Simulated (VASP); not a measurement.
Set up this calculation in VASP 6.6.1, as the native input.

```
Task                   : relaxation of the atoms
Functional             : PBEsol
Potentials or basis    : VASP PAW PBE potentials, release 64 (Ti_sv, O, Ba_sv)
Cutoff                 : 520 eV
k mesh                 : 7 × 7 × 1
Occupations            : gaussian, width 0.05 eV
Spin                   : no spin polarisation
Dipole correction      : yes
Further INCAR settings : ALGO = Normal; EDIFF = 1e-07; NELMDL = -8; IBRION = 2; EDIFFG = -0.02; NSW = 80
```

The structure of Ba2Ti3O8 lies in POSCAR:

```
Ba2Ti3O8
1.0
    3.9557417187      0.0000000000      0.0000000000
    0.0000000000      3.9557417187      0.0000000000
    0.0000000000      0.0000000000     23.2247707175
Ti O Ba
3 8 2
Direct
    0.5000000000      0.5000000000      0.3229310675
    0.5000000000      0.5000000000      0.4970263003
    0.5000000000      0.5000000000      0.6711215332
    0.5000000000      0.0000000000      0.3288784668
    0.0000000000      0.5000000000      0.3288784668
    0.5000000000      0.5000000000      0.4177830850
    0.5000000000      0.0000000000      0.5029736997
    0.0000000000      0.5000000000      0.5029736997
    0.5000000000      0.5000000000      0.5918783178
    0.5000000000      0.0000000000      0.6770689325
    0.0000000000      0.5000000000      0.6770689325
    0.0000000000      0.0000000000      0.4126193980
    0.0000000000      0.0000000000      0.5867146309
```

The input as run:

INCAR

```
ALGO     = Normal         # electronic algorithm
DIPOL    = 0.5 0.5 0.501
EDIFF    = 1E-7           # SCF threshold, eV
EDIFFG   = -0.02          # ionic threshold
ENCUT    = 520            # plane-wave cutoff, eV
GGA      = PS             # functional
GGA_COMPAT= False        
IBRION   = 2              # ionic algorithm
IDIPOL   = 3            
ISIF     = 2              # what is computed and relaxed
ISMEAR   = 0              # smearing method
KPAR     = 4            
LASPH    = True           # aspherical terms in the spheres
LCHARG   = False          # write CHGCAR
LDIPOL   = True         
LREAL    = False          # projectors in reciprocal space
LWAVE    = False          # write WAVECAR
NELM     = 120            # most SCF steps
NELMDL   = -8           
NELMIN   = 4            
NSW      = 80             # ionic steps
PREC     = Accurate       # precision mode
SIGMA    = 0.05           # smearing width, eV
```

KPOINTS

```
k-points
0
Gamma
  7 7 1
```

Potentials or basis: VASP PAW PBE potentials, release 64 (Ti_sv, O, Ba_sv).

The run is started by

```console
$ cat potpaw_PBE.64/Ti_sv/POTCAR potpaw_PBE.64/O/POTCAR potpaw_PBE.64/Ba_sv/POTCAR > POTCAR
$ mpirun -np 4 vasp_std > vasp.out
```

It gave:

```
Energy gained by relaxing    : 71.9 meV/atom
Ionic steps                  : 21
Largest force after relaxing : 0.010 eV/Å
Band gap on the k mesh       : 0.90 eV (least direct gap 1.49 eV)
```

Caveat: the PAW data sets were made with another functional, which shifts forces and pressure a little; spin-orbit coupling is left out, which moves the levels of the heavy elements.

It took 42 min on 4 MPI ranks on Intel(R) Xeon(R) Platinum 8259CL CPU @ 2.50GHz (Skylake/Cascade Lake), on a shared host, peak memory 0.57 GiB a rank.
